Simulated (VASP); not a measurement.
**Sb: single point with PBEsol**

The system is Sb.

```
Sb
1.0
     3.22425    0.00000    0.00000
    -1.61213    2.79229    0.00000
     0.00000    0.00000    5.33151
Sb
2
Direct
  0.33333 0.66667 0.25000
  0.66667 0.33333 0.75000
```

This isn't the form of Sb at room conditions, which is rhombohedral.

```
Program             : VASP 6.6.1
Task                : single point
Functional          : PBEsol
Potentials or basis : VASP PAW PBE potentials, release 64 (Sb)
Cutoff              : 520 eV
k mesh              : 12 × 12 × 7
Occupations         : fermi-dirac, width 0.1 eV
Spin                : no spin polarisation
```

```yaml
Pressure: 7.1 GPa
Band_gap_on_the_k_mesh: zero (bands 5 and 6 overlap by 8.36 eV)
```

Stress tensor (GPa, compression positive):
```
7.87 0.00 0.00
0.00 7.87 0.00
0.00 0.00 5.61
```

Levels at points of the mesh, in eV from the Fermi level:
```csv
k point,band 2,band 3,band 4,band 5,band 6,band 7,band 8,band 9
"(0.00, 0.00, 0.00)",-9.63,-6.66,4.27,4.27,6.05,6.08,6.08,8.40
"(0.50, 0.00, 0.00)",-8.39,-4.63,-3.51,-2.63,-0.38,0.48,4.18,4.53
```

Run time: 14 s on 1 thread of AMD EPYC 9R45 96-Core Processor (Zen 5), on a shared host, peak memory 0.15 GiB.

Caveat: the cell stands under pressure; the PAW data sets were made with another functional, which shifts forces and pressure a little; spin-orbit coupling is left out, which moves the levels of the heavy elements.
